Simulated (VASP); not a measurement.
# Cu3Re (Pm-3m) in VASP: a series of runs

Cu3Re is run at these levels: PBE; tasks: single point, relaxation of cell and atoms.

Program: VASP 6.6.1. These are calculated values, not measurements. Logs are shortened: lines on timing, memory, paths and dates and some standing lists are left out, and cuts for length are marked.

### Step 1. The cell of the first run

Symmetry: Pm-3m, No. 221, cubic system. Conventional cell: a = 3.721 Å, b = 3.721 Å, c = 3.721 Å, α = 90.00°, β = 90.00°, γ = 90.00°. Within 3.5 Å of Cu (site symmetry 4/mmm) lie 8 Cu at 2.63 Å and 4 Re at 2.63 Å. Re (site symmetry m-3m) has 12 Cu at 2.63 Å within 3.5 Å.

### Step 2. Single point, PBE

INCAR

```
SYSTEM = Cu3Re
PREC = Accurate
ENCUT = 520
EDIFF = 1E-6
ISMEAR = 0
SIGMA = 0.1
LREAL = .False.
LASPH = .True.
NELM = 80
ALGO = Normal
ISIF = 2
LWAVE = .False.
LCHARG = .False.
GGA = PE
NBANDS = 28
```

KPOINTS

```
regular mesh
0
Gamma
  6 6 6
  0 0 0
```

POSCAR

```
Cu3Re
1.0
    3.7205283404      0.0000000000      0.0000000000
    0.0000000000      3.7205283404      0.0000000000
    0.0000000000      0.0000000000      3.7205283404
Cu Re
3 1
Direct
    0.0000000000      0.5000000000      0.5000000000
    0.5000000000      0.0000000000      0.5000000000
    0.5000000000      0.5000000000      0.0000000000
    0.0000000000      0.0000000000      0.0000000000
```

Potentials or basis: VASP PAW PBE potentials, release 64 (Cu, Re).

Run with:

```sh
cat potpaw_PBE.64/Cu/POTCAR potpaw_PBE.64/Re/POTCAR > POTCAR
mpirun -np 1 vasp_std > vasp.out
```

OUTCAR:

```text
SYSTEM = Cu3Re
   PREC = Accurate
   ENCUT = 520
   EDIFF = 1E-6
   ISMEAR = 0
   LREAL = .False.
   LASPH = .True.
   NELM = 80
   ISIF = 2
   GGA = PE

 ion  position               nearest neighbor table
   1  0.000  0.500  0.500-   2 2.63   3 2.63   4 2.63   3 2.63   4 2.63   2 2.63   4 2.63   4 2.63
                             2 2.63   3 2.63   3 2.63   2 2.63
   2  0.500  0.000  0.500-   1 2.63   3 2.63   4 2.63   3 2.63   4 2.63   1 2.63   3 2.63   3 2.63
                             1 2.63   4 2.63   4 2.63   1 2.63
   3  0.500  0.500  0.000-   1 2.63   2 2.63   4 2.63   1 2.63   2 2.63   2 2.63   4 2.63   2 2.63
                             1 2.63   4 2.63   1 2.63   4 2.63
   4  0.000  0.000  0.000-   1 2.63   2 2.63   3 2.63   1 2.63   2 2.63   1 2.63   3 2.63   1 2.63
                             2 2.63   3 2.63   2 2.63   3 2.63

  LATTYP: Found a simple cubic cell.
 ALAT       =     3.7205283404

  Lattice vectors:

 A1 = (   3.7205283404,   0.0000000000,   0.0000000000)
 A2 = (   0.0000000000,   3.7205283404,   0.0000000000)
 A3 = (   0.0000000000,   0.0000000000,   3.7205283404)

Analysis of symmetry for initial positions (statically):
=====================================================================
 Subroutine PRICEL returns:
 Original cell was already a primitive cell.

 Routine SETGRP: Setting up the symmetry group for a
 simple cubic supercell.

 Subroutine GETGRP returns: Found 48 space group operations
 (whereof 48 operations were pure point group operations)
 out of a pool of 48 trial point group operations.

The static configuration has the point symmetry O_h .

Analysis of symmetry for dynamics (positions and initial velocities):
=====================================================================
 Subroutine PRICEL returns:
 Original cell was already a primitive cell.

 Routine SETGRP: Setting up the symmetry group for a
 simple cubic supercell.

 Subroutine GETGRP returns: Found 48 space group operations
 (whereof 48 operations were pure point group operations)
 out of a pool of 48 trial point group operations.

The dynamic configuration has the point symmetry O_h .

 Subroutine INISYM returns: Found 48 space group operations
 (whereof 48 operations are pure point group operations),
 and found     1 'primitive' translations

----------------------------------------------------------------------------------------

                                     Primitive cell

  volume of cell :      51.5008

  direct lattice vectors                    reciprocal lattice vectors
     3.720528340  0.000000000  0.000000000     0.268779030  0.000000000  0.000000000
[... 90 lines left out ...]
   NFREE  =      0    steps in history (QN), initial steepest desc. (CG)
   ISIF   =      2    stress and relaxation
   ISYM   =      2    0-nonsym 1-usesym 2-fastsym
   POTIM  = 0.5000    time-step for ionic-motion
   TEBEG  =    0.0;   TEEND  =   0.0 temperature during run
   PSTRESS=    0.0 pullay stress
   NELECT =      40.0000    total number of electrons
   NUPDOWN=      -1.0000    fix difference up-down
   EMIN   =  10.00;   EMAX   =-10.00  energy-range for DOS
   EFERMI =   0.00;   METHOD = LEGACY
   ISMEAR =     0;   SIGMA  =   0.10  broadening in eV -4-tet -1-fermi 0-gaus
   EFERMI_NEDOS =   21; number of points for ismear=-14 and -15
   IALGO  =     38    algorithm
   IMIX   =      4    mixing-type and parameters
     AMIX     =   0.40;   BMIX     =  1.00
     AMIX_MAG =   1.60;   BMIX_MAG =  1.00
  volume/ion in A,a.u.               =      12.88        86.89
  Fermi-wavevector in a.u.,A,eV,Ry     =   1.504840  2.843734 30.810967  2.264542
  Thomas-Fermi vector in A             =   2.615767
   LORBIT       =      0    0 simple, 1 ext, 2 COOP (PROOUT), +10 PAW based schemes
   GGA     = PE    functional components
   LHFCALC =     F    Hartree Fock is set to
   AEXX    =    0.0000 exact exchange contribution
   IVDW    =     0    specifies the selected vdW correction
   LEPSILON=     F    determine dielectric tensor
   LRPA    =     F    only Hartree local field effects (RPA)
 non-spin polarized calculation
 Gauss-broadening in eV      SIGMA  =   0.10
  energy-cutoff  :      520.00
  volume of cell :       51.50
 maximum number of plane-waves:      1409
 NGX is ok and might be reduce to    28
   NGX = 13   NGY = 13   NGZ = 13

 number of electron      40.0000089 magnetization

 Free energy of the ion-electron system (eV)
  ---------------------------------------------------
  ext. energy  EPLUGINS =         0.00000000
  ---------------------------------------------------
  free energy    TOTEN  =       -21.57369747 eV

  energy without entropy =      -21.54626209  energy(sigma->0) =      -21.55997978

 E-fermi :   6.9693     XC(G=0): -12.8974

 val. band max:        6.9560150998   @ k =   0.5000   0.5000   0.1667
 cond. band min:       6.9818539315   @ k =   0.5000   0.3333   0.3333
 fundamental gap:      0.0258388317
 Fermi energy:         6.9693100034

 k-point     1 :       0.0000    0.0000    0.0000
  band No.  band energies     occupation
      1      -1.9841      2.00000
      2       1.8838      2.00000
      3       1.8838      2.00000
      4       2.7332      2.00000
      5       2.7332      2.00000
      6       2.7332      2.00000
[... 609 lines left out ...]
     27      14.0307      0.00000
     28      14.0307      0.00000

------------------------ aborting loop because EDIFF is reached ----------------------------------------

  FORCE on cell =-STRESS in cart. coord.  units (eV):
  Direction    XX          YY          ZZ          XY          YZ          ZX
  --------------------------------------------------------------------------------------
  -------------------------------------------------------------------------------------
  Total       -0.2474010     -0.2474010     -0.2474010     -0.0000000      0.0000000     -0.0000000
  in kB       -7.6965867     -7.6965867     -7.6965867     -0.0000000      0.0000000     -0.0000000
  external PRESSURE =      -7.6965867 kB  Pullay stress =       0.0000000 kB

 VOLUME and BASIS-vectors are now :
 -----------------------------------------------------------------------------
  energy-cutoff  :      520.00
  volume of cell :       51.50
      direct lattice vectors                 reciprocal lattice vectors
     3.720528340  0.000000000  0.000000000     0.268779030  0.000000000  0.000000000
     0.000000000  3.720528340  0.000000000     0.000000000  0.268779030  0.000000000
     0.000000000  0.000000000  3.720528340     0.000000000  0.000000000  0.268779030

 POSITION                                       TOTAL-FORCE (eV/Angst)
 -----------------------------------------------------------------------------------
      0.00000      1.86026      1.86026         0.000000      0.000000      0.000000
      1.86026      0.00000      1.86026         0.000000      0.000000      0.000000
      1.86026      1.86026      0.00000         0.000000      0.000000      0.000000
      0.00000      0.00000      0.00000         0.000000      0.000000      0.000000
 -----------------------------------------------------------------------------------
    total drift:                                0.000000      0.000000      0.000000

  FREE ENERGIE OF THE ION-ELECTRON SYSTEM (eV)
  ---------------------------------------------------
  free  energy   TOTEN  =       -21.5736974726 eV

  energy  without entropy=      -21.5462620921  energy(sigma->0) =      -21.55997978
```

stdout:

```text
POSCAR found type information on POSCAR CuRe
 POSCAR found :  2 types and       4 ions
 scaLAPACK will be used
 LDA part: xc-table for (Slater+PW92), standard interpolation
 POSCAR, INCAR and KPOINTS ok, starting setup
 FFT: planning ... GRIDC
 FFT: planning ... GRID_SOFT
 FFT: planning ... GRID
 WAVECAR not read
 entering main loop
```

Wall time 19 s (1 thread of AMD EPYC 9R45 (Zen 5), shared host); peak memory 0.14 GiB.

What came out:

```
Free energy            : -21.5737 eV
Pressure               : -0.8 GPa
Band gap on the k mesh : zero (bands 20 and 21 overlap by 1.79 eV)
```

Caveat: spin-orbit coupling is left out, which moves the levels of the heavy elements.

### Step 3. Single point, PBE

This run uses another cell than the first one, of 12.80 Å³/atom.

INCAR

```
SYSTEM = Cu3Re
ALGO     = Fast           ! electronic algorithm
EDIFF    = 1E-6           ! SCF threshold, eV
ENCUT    = 520            ! plane-wave cutoff, eV
GGA      = PE             ! functional
ISIF     = 2              ! what is computed and relaxed
ISMEAR   = 0              ! smearing method
LASPH    = .True.         ! aspherical terms in the spheres
LCHARG   = .False.        ! write CHGCAR
LREAL    = .False.        ! projectors in reciprocal space
LWAVE    = .False.        ! write WAVECAR
NBANDS   = 28             ! bands
NELM     = 100            ! most SCF steps
PREC     = Accurate       ! precision mode
SIGMA    = 0.1            ! smearing width, eV
```

KPOINTS

```
k-points
0
Gamma
  12 12 12
  0 0 0
```

POSCAR

```
Cu3Re
1.0
    3.7133348196      0.0000000000      0.0000000000
    0.0000000000      3.7133348196      0.0000000000
    0.0000000000      0.0000000000      3.7133348196
Cu Re
3 1
Direct
    0.0000000000      0.5000000000      0.5000000000
    0.5000000000      0.0000000000      0.5000000000
    0.5000000000      0.5000000000      0.0000000000
    0.0000000000      0.0000000000      0.0000000000
```

Potentials or basis: VASP PAW PBE potentials, release 64 (Cu, Re).

Run with:

```sh
cat potpaw_PBE.64/Cu/POTCAR potpaw_PBE.64/Re/POTCAR > POTCAR
mpirun -np 1 vasp_std > vasp.out
```

It took 79 s on 1 thread of AMD EPYC 9R45 (Zen 5), shared host; peak memory 0.2 GiB.

The run converged. Its results:

| Property | Result |
| --- | --- |
| Free energy | -21.5674 eV |
| Pressure | 0.2 GPa |
| Band gap on the k mesh | zero (bands 20 and 21 overlap by 1.82 eV) |

Levels at points of the mesh, in eV from the Fermi level:
| k point | band 17 | band 18 | band 19 | band 20 | band 21 | band 22 | band 23 | band 24 |
| --- | --- | --- | --- | --- | --- | --- | --- | --- |
| (0.00, 0.00, 0.00) | 0.30 | 0.30 | 1.63 | 1.63 | 1.63 | 2.14 | 2.14 | 2.14 |
| (0.50, 0.00, 0.00) | -1.34 | -0.78 | -0.78 | -0.24 | 0.67 | 1.51 | 6.97 | 6.97 |
| (0.50, 0.50, 0.00) | -1.96 | -0.29 | -0.29 | -0.09 | -0.09 | 0.65 | 2.34 | 3.58 |
| (0.50, 0.50, 0.50) | -0.13 | -0.13 | -0.13 | -0.08 | -0.08 | -0.08 | 1.45 | 1.45 |

Caveat: spin-orbit coupling is left out, which moves the levels of the heavy elements.

### Step 4. Relaxation of cell and atoms, PBE

INCAR

```
SYSTEM = Cu3Re
PREC = Accurate
ENCUT = 600
EDIFF = 1E-7
ISMEAR = 0
SIGMA = 0.1
LREAL = .False.
LASPH = .True.
NELM = 60
ALGO = Fast
ISIF = 3
LWAVE = .False.
LCHARG = .False.
GGA = PE
IBRION = 2
NSW = 100
EDIFFG = -0.01
```

KPOINTS

```
Automatic mesh
0
Gamma
  12 12 12
  0 0 0
```

POSCAR

```
Cu3Re
1.0
    3.7205283404      0.0000000000      0.0000000000
    0.0000000000      3.7205283404      0.0000000000
    0.0000000000      0.0000000000      3.7205283404
Cu Re
3 1
Direct
    0.0000000000      0.5000000000      0.5000000000
    0.5000000000      0.0000000000      0.5000000000
    0.5000000000      0.5000000000      0.0000000000
    0.0000000000      0.0000000000      0.0000000000
```

Run with:

```sh
cat potpaw_PBE.64/Cu/POTCAR potpaw_PBE.64/Re/POTCAR > POTCAR
mpirun -np 1 vasp_std > vasp.out
```

Run time: 3.2 min. Hardware: 1 thread of AMD EPYC 9R45 (Zen 5), shared host; peak memory 0.23 GiB.

Results (log left out):

| Item | Value |
| --- | --- |
| Free energy | -21.5689 eV |
| Relaxed volume | 12.83 Å³/atom |
| Relaxed cell | a = 3.716 Å, b = 3.716 Å, c = 3.716 Å, α = 90.00°, β = 90.00°, γ = 90.00° |
| Space group after relaxing (to 0.1 Å) | Pm-3m (No. 221) |
| Energy gained by relaxing | 0.1 meV/atom |
| Ionic steps | 3 |
| Pressure after relaxing | 0.0 GPa |
| Band gap on the k mesh | zero (bands 20 and 21 overlap by 1.81 eV) |

Step by step:
| step | energy change (eV) | largest force (eV/Å) | pressure (GPa) | volume (Å³) |
| --- | --- | --- | --- | --- |
| 1 | 0.0000 | 0.0000 | -0.65 | 51.50 |
| 2 | 0.0000 | 0.0000 | 0.75 | 51.11 |
| 3 | -0.0004 | 0.0000 | 0.04 | 51.30 |

Final structure:
```cif
data_structure
_symmetry_space_group_name_H-M 'P 1'
_symmetry_Int_Tables_number 1
_cell_length_a 3.7157
_cell_length_b 3.7157
_cell_length_c 3.7157
_cell_angle_alpha 90.000
_cell_angle_beta 90.000
_cell_angle_gamma 90.000
_cell_volume 51.30
loop_
_atom_site_label
_atom_site_type_symbol
_atom_site_fract_x
_atom_site_fract_y
_atom_site_fract_z
_atom_site_occupancy
Cu1 Cu 0.00000 0.50000 0.50000 1
Cu2 Cu 0.50000 0.00000 0.50000 1
Cu3 Cu 0.50000 0.50000 0.00000 1
Re1 Re 0.00000 0.00000 0.00000 1
```

Levels at points of the mesh, in eV from the Fermi level:
```tsv
k point	band 16	band 17	band 18	band 19	band 20	band 21	band 22	band 23	band 24
(0.00, 0.00, 0.00)	-1.33	0.30	0.30	1.63	1.63	1.63	2.14	2.14	2.14
(0.50, 0.00, 0.00)	-1.75	-1.33	-0.78	-0.78	-0.24	0.67	1.51	6.96	6.96
(0.50, 0.50, 0.00)	-2.19	-1.96	-0.29	-0.29	-0.09	-0.09	0.65	2.33	3.58
(0.50, 0.50, 0.50)	-0.64	-0.13	-0.13	-0.13	-0.08	-0.08	-0.08	1.45	1.45
```

Caveat: spin-orbit coupling is left out, which moves the levels of the heavy elements.

### Step 5. Summary

| task | cell | k mesh | cutoff (eV) | gap on the mesh (eV) | pressure (GPa) |
| --- | --- | --- | --- | --- | --- |
| single point | a = 3.721 Å, 4 atoms | 6 × 6 × 6 | 520 | none | -0.8 |
| single point | a = 3.713 Å, 4 atoms | 12 × 12 × 12 | 520 | none | 0.2 |
| relaxation of cell and atoms | relaxed from a = 3.721 Å, 4 atoms | 12 × 12 × 12 | 600 | none | 0.0 |

Alike in all rows: level PBE; potentials or basis VASP PAW PBE potentials, release 64 (Cu, Re); no spin polarisation; smearing gaussian 0.1 eV.

Caveats: spin-orbit coupling is left out, which moves the levels of the heavy elements.

Absolute energies hang on the potentials; compare differences alone.
